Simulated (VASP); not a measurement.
# Al2Cu (P1) in VASP: single point with LDA

Aim: the single point of Al2Cu with LDA.

Program: VASP 6.6.1. These are calculated values, not measurements. Logs are shortened: lines on timing, memory, paths and dates and some standing lists are left out, and cuts for length are marked.

### 1 The cell of the first run

The typed cell holds 6 atoms: a = 4.878 Å, b = 4.876 Å, c = 4.761 Å, α = 103.82°, β = 103.95°, γ = 121.44°.

### 2 Single point, LDA

INCAR

```
SYSTEM = Al2Cu
PREC = Accurate ; ENCUT = 520
EDIFF = 1E-6 ; ISMEAR = 0
SIGMA = 0.15 ; LREAL = .False.
LASPH = .True. ; NELM = 100
ALGO = Fast ; ISIF = 2
LWAVE = .False. ; LCHARG = .False.
NBANDS = 26
```

KPOINTS

```
regular mesh
0
Gamma
  10 10 10
  0 0 0
```

POSCAR

```
Al2Cu
1.0
   -3.0003618055      3.0170132145      2.3864209110
    3.0196180577     -2.9960787823      2.3843407898
    2.9253811926      2.9210981695     -2.3604724694
Al Cu
4 2
Direct
    0.1601511534      0.6589517003      0.8226848307
    0.6528697331      0.8345397166      0.4951177349
    0.8484051106      0.3446581230      0.1825609745
    0.3418821862      0.1607070567      0.5006483693
    0.7505385056      0.7496078394      0.0008837729
    0.2461533111      0.2515355641     -0.0018956823
```

Potentials or basis: VASP PAW LDA potentials, release 64 (Al, Cu).

Started as:

```bash
> cat potpaw_LDA.64/Al/POTCAR potpaw_LDA.64/Cu/POTCAR > POTCAR
> mpirun -np 1 vasp_std > vasp.out
```

OUTCAR:

```text
SYSTEM = Al2Cu
   PREC = Accurate
   ENCUT = 520
   EDIFF = 1E-6
   ISMEAR = 0
   LREAL = .False.
   LASPH = .True.
   NELM = 100
   ISIF = 2

 ion  position               nearest neighbor table
   1  0.160  0.659  0.823-   6 2.51   5 2.54   5 2.55   6 2.58   3 2.66   3 2.77   3 2.86   2 3.04
                             4 3.05   4 3.06   2 3.08   2 3.10   4 3.13   4 3.19   2 3.21
   2  0.653  0.835  0.495-   5 2.49   6 2.50   5 2.51   6 2.54   4 2.71   4 2.82   4 2.86   3 3.00
                             1 3.04   3 3.05   1 3.08   1 3.10   3 3.15   3 3.19   1 3.21
   3  0.848  0.345  0.183-   6 2.51   5 2.54   5 2.56   6 2.60   1 2.66   1 2.77   1 2.86   2 3.00
                             2 3.05   4 3.05   4 3.06   4 3.14   2 3.15   4 3.17   2 3.19
   4  0.342  0.161  0.501-   6 2.50   6 2.51   5 2.52   5 2.53   2 2.71   2 2.82   2 2.86   3 3.05
                             1 3.05   1 3.06   3 3.06   1 3.13   3 3.14   3 3.17   1 3.19
   5  0.751  0.750  0.001-   6 2.38   6 2.39   2 2.49   2 2.51   4 2.52   4 2.53   1 2.54   3 2.54
                             1 2.55   3 2.56
   6  0.246  0.252  0.998-   5 2.38   5 2.39   2 2.50   4 2.50   3 2.51   1 2.51   4 2.51   2 2.54
                             1 2.58   3 2.60

  LATTYP: Found a triclinic cell.
 ALAT       =     5.9455199836
 B/A-ratio  =     1.4311058381
 C/A-ratio  =     0.8090096996
 COS(alpha) =     0.0007557865
 COS(beta)  =     0.6064372081
 COS(gamma) =     0.7163608667

  Lattice vectors:

 A1 = (  -5.9449992503,   0.0749806128,  -0.0238683204)
 A2 = (  -6.0199798632,   6.0130919968,   0.0020801212)
 A3 = (  -2.9446374448,  -2.9420326017,  -2.4102892314)

Analysis of symmetry for initial positions (statically):
=====================================================================
 Subroutine PRICEL returns:
 Original cell was already a primitive cell.

 Routine SETGRP: Setting up the symmetry group for a
 triclinic supercell.

 Subroutine GETGRP returns: Found  1 space group operations
 (whereof  1 operations were pure point group operations)
 out of a pool of  2 trial point group operations.

The static configuration has the point symmetry C_1 .

Analysis of symmetry for dynamics (positions and initial velocities):
=====================================================================
 Subroutine PRICEL returns:
 Original cell was already a primitive cell.

 Routine SETGRP: Setting up the symmetry group for a
 triclinic supercell.

 Subroutine GETGRP returns: Found  1 space group operations
 (whereof  1 operations were pure point group operations)
 out of a pool of  2 trial point group operations.

The dynamic configuration has the point symmetry C_1 .

 Subroutine INISYM returns: Found  1 space group operations
 (whereof  1 operations are pure point group operations),
 and found     1 'primitive' translations

----------------------------------------------------------------------------------------

                                     Primitive cell

  volume of cell :      84.1924

  direct lattice vectors                    reciprocal lattice vectors
    -3.000361805  3.017013214  2.386420911     0.001274081  0.167507077  0.208869959
     3.019618058 -2.996078782  2.384340790     0.167384921  0.001200590  0.208929249
     2.925381193  2.921098170 -2.360472469     0.170365549  0.170561196 -0.001436082

  length of vectors
     4.878477679  4.876439509  4.760514669     0.267744102  0.267713624  0.241075930

  position of ions in fractional coordinates (direct lattice)
     0.160151153  0.658951700  0.822684831
     0.652869733  0.834539717  0.495117735
     0.848405111  0.344658123  0.182560974
     0.341882186  0.160707057  0.500648369
     0.750538506  0.749607839  0.000883773
     0.246153311  0.251535564  0.998104318

  ion indices of the primitive-cell ions
   primitive index   ion index
                 1           1
                 2           2
                 3           3
                 4           4
                 5           5
                 6           6

----------------------------------------------------------------------------------------

 KPOINTS: regular mesh

Automatic generation of k-mesh.
 Grid dimensions read from file:
 generate k-points for:   10   10   10

 Generating k-lattice:

  Cartesian coordinates                     Fractional coordinates (reciprocal lattice)
     0.000127408  0.016750708  0.020886996     0.100000000  0.000000000 -0.000000000
     0.016738492  0.000120059  0.020892925     0.000000000  0.100000000  0.000000000
     0.017036555  0.017056120 -0.000143608     0.000000000  0.000000000  0.100000000

  Length of vectors
     0.026774410  0.026771362  0.024107593

  Shift w.r.t. Gamma in fractional coordinates (k-lattice)
     0.000000000  0.000000000  0.000000000

 Subroutine IBZKPT returns following result:
 ===========================================

 Found    504 irreducible k-points:

 Following reciprocal coordinates:
            Coordinates               Weight
  0.000000  0.000000  0.000000      1.000000
  0.100000 -0.000000  0.000000      2.000000
  0.200000 -0.000000  0.000000      2.000000
  0.300000  0.000000  0.000000      2.000000
  0.400000  0.000000  0.000000      2.000000
  0.500000 -0.000000  0.000000      1.000000
[... 16 lines left out ...]
 -0.400000  0.200000 -0.000000      2.000000
 -0.300000  0.200000  0.000000      2.000000
 [... further k-points ...]
   k-points           NKPTS =    504   k-points in BZ     NKDIM =    504   number of bands    NBANDS=     26
   number of dos      NEDOS =    301   number of ions     NIONS =      6
   total plane-waves  NPLWV =  46656
   dimension x,y,z NGX =    36 NGY =   36 NGZ =   36
   dimension x,y,z NGXF=    72 NGYF=   72 NGZF=   72
   ions per type =               4   2
   NGX,Y,Z   is equivalent  to a cutoff of  12.27, 12.27, 12.57 a.u.
   NGXF,Y,Z  is equivalent  to a cutoff of  24.54, 24.55, 25.14 a.u.
 SYSTEM =  Al2Cu
   PREC   = accura    normal or accurate (medium, high low for compatibility)
   ISTART =      0    job   : 0-new  1-cont  2-samecut
   ICHARG =      2    charge: 1-file 2-atom 10-const
   ISPIN  =      1    spin polarized calculation?
   LNONCOLLINEAR =      F non collinear calculations
   LSORBIT =      F    spin-orbit coupling
   LASPH  =      T    aspherical Exc in radial PAW
   ENCUT  =  520.0 eV  38.22 Ry    6.18 a.u.   9.07  9.07  8.85*2*pi/ulx,y,z
   NELM   =    100;   NELMIN=  2; NELMDL= -5     # of ELM steps
   EDIFF  = 0.1E-05   stopping-criterion for ELM
   LREAL  =      F    real-space projection
   EDIFFG = 0.1E-04   stopping-criterion for IOM
   NSW    =      0    number of steps for IOM
   IBRION =     -1    ionic relax: 0-MD 1-quasi-New 2-CG
   NFREE  =      0    steps in history (QN), initial steepest desc. (CG)
   ISIF   =      2    stress and relaxation
   ISYM   =      2    0-nonsym 1-usesym 2-fastsym
   POTIM  = 0.5000    time-step for ionic-motion
   TEBEG  =    0.0;   TEEND  =   0.0 temperature during run
   PSTRESS=    0.0 pullay stress
   NELECT =      34.0000    total number of electrons
   NUPDOWN=      -1.0000    fix difference up-down
   EMIN   =  10.00;   EMAX   =-10.00  energy-range for DOS
   EFERMI =   0.00;   METHOD = LEGACY
   ISMEAR =     0;   SIGMA  =   0.15  broadening in eV -4-tet -1-fermi 0-gaus
   EFERMI_NEDOS =   21; number of points for ismear=-14 and -15
   IALGO  =     68    algorithm
   IMIX   =      4    mixing-type and parameters
     AMIX     =   0.40;   BMIX     =  1.00
     AMIX_MAG =   1.60;   BMIX_MAG =  1.00
  volume/ion in A,a.u.               =      14.03        94.69
  Fermi-wavevector in a.u.,A,eV,Ry     =   1.210069  2.286699 19.922558  1.464267
  Thomas-Fermi vector in A             =   2.345627
   LORBIT       =      0    0 simple, 1 ext, 2 COOP (PROOUT), +10 PAW based schemes
   GGA     = CA    functional components
   LHFCALC =     F    Hartree Fock is set to
   AEXX    =    0.0000 exact exchange contribution
   IVDW    =     0    specifies the selected vdW correction
   LEPSILON=     F    determine dielectric tensor
   LRPA    =     F    only Hartree local field effects (RPA)
 non-spin polarized calculation
 RMM-DIIS sequential band-by-band and
 Gauss-broadening in eV      SIGMA  =   0.15
  energy-cutoff  :      520.00
  volume of cell :       84.19
 maximum number of plane-waves:      2287
   NGX = 19   NGY = 19   NGZ = 17

 number of electron      34.0000018 magnetization

 Free energy of the ion-electron system (eV)
  ---------------------------------------------------
  ext. energy  EPLUGINS =         0.00000000
  ---------------------------------------------------
  free energy    TOTEN  =       -27.27251240 eV

  energy without entropy =      -27.25192722  energy(sigma->0) =      -27.26221981

 E-fermi :   8.4480     XC(G=0): -11.3157

 val. band max:        8.4471612776   @ k =   0.3000   0.3000   0.2000
 cond. band min:       8.4648608449   @ k =   0.3000   0.0000   0.1000
 fundamental gap:      0.0176995674
 Fermi energy:         8.4479819406

 k-point     1 :       0.0000    0.0000    0.0000
  band No.  band energies     occupation
      1      -2.7138      2.00000
      2       2.7726      2.00000
      3       2.9417      2.00000
      4       2.9671      2.00000
      5       2.9882      2.00000
      6       3.9289      2.00000
[... 18 lines left out ...]
     25      13.9082      0.00000
     26      14.5166      0.00000

 k-point     2 :       0.1000   -0.0000    0.0000
  band No.  band energies     occupation
      1      -2.6058      2.00000
      2       2.7666      2.00000
      3       2.9337      2.00000
      4       2.9682      2.00000
      5       3.0022      2.00000
      6       3.9152      2.00000
[... 18 lines left out ...]
     25      13.9421      0.00000
     26      14.7577      0.00000

 k-point     3 :       0.2000   -0.0000    0.0000
  band No.  band energies     occupation
      1      -2.2832      2.00000
      2       2.7449      2.00000
      3       2.7847      2.00000
      4       2.9484      2.00000
      5       3.0824      2.00000
      6       3.8595      2.00000
[... 572 lines left out ...]
 k-point    23 :      -0.4000    0.2000   -0.0000
  band No.  band energies     occupation
      1      -1.6304      2.00000
      2       1.4078      2.00000
      3       2.4231      2.00000
      4       3.0534      2.00000
      5       3.1448      2.00000
      6       3.6061      2.00000
[... 18 lines left out ...]
     25      14.4583      0.00000
     26      15.1170      0.00000

 k-point    24 :      -0.3000    0.2000    0.0000
  band No.  band energies     occupation
      1      -2.1121      2.00000
      2       1.6566      2.00000
      3       2.8130      2.00000
      4       3.0385      2.00000
      5       3.1088      2.00000
      6       3.7272      2.00000
[... 18 lines left out ...]
     25      12.7571      0.00000
     26      16.6012      0.00000

 [... further k-points ...]
[... 5 lines left out ...]
  --------------------------------------------------------------------------------------
  -------------------------------------------------------------------------------------
  Total        0.2764082      0.1331937      0.4986723      1.0197602     -0.4023478     -0.2782884
  in kB        5.2600325      2.5346679      9.4897047     19.4059769     -7.6566551     -5.2958124
  external PRESSURE =       5.7614683 kB  Pullay stress =       0.0000000 kB

 VOLUME and BASIS-vectors are now :
 -----------------------------------------------------------------------------
  energy-cutoff  :      520.00
  volume of cell :       84.19
      direct lattice vectors                 reciprocal lattice vectors
    -3.000361805  3.017013214  2.386420911     0.001274081  0.167507077  0.208869959
     3.019618058 -2.996078782  2.384340790     0.167384921  0.001200590  0.208929249
     2.925381193  2.921098170 -2.360472469     0.170365549  0.170561196 -0.001436082

 POSITION                                       TOTAL-FORCE (eV/Angst)
 -----------------------------------------------------------------------------------
      3.91594      0.91205      0.01143         0.074950     -0.066426      0.166113
      2.00955      0.91566      2.37914         0.161218      0.041821      0.087457
     -0.97073      2.06031      2.41550         0.057021     -0.144049     -0.222132
      0.92409      2.01242      0.01729        -0.079004      0.050877     -0.041253
      0.01423      0.02108      3.57634        -0.046347     -0.016256      0.039893
      2.94083      2.90459     -1.16883        -0.167837      0.134032     -0.030078
 -----------------------------------------------------------------------------------
    total drift:                               -0.000102      0.000474      0.000218

  FREE ENERGIE OF THE ION-ELECTRON SYSTEM (eV)
  ---------------------------------------------------
  free  energy   TOTEN  =       -27.2725124011 eV

  energy  without entropy=      -27.2519272162  energy(sigma->0) =      -27.26221981
```

Run time: 9.7 min. Hardware: 1 thread of Intel Xeon Platinum 8559C (Emerald Rapids), shared host; peak memory 0.87 GiB.

Results:

```yaml
Free_energy: -27.2725 eV
Pressure: 0.6 GPa
Largest_force: 0.271 eV/Å
Band_gap_on_the_k_mesh: zero (band 17 reaches 11.07 eV, above the bottom of band 18 at 6.59 eV)
```

Forces on the atoms (eV/Å):
```
Al   0.075 -0.066  0.166
Al   0.161  0.042  0.087
Al   0.057 -0.144 -0.222
Al  -0.079  0.051 -0.041
Cu  -0.046 -0.016  0.040
Cu  -0.168  0.134 -0.030
```
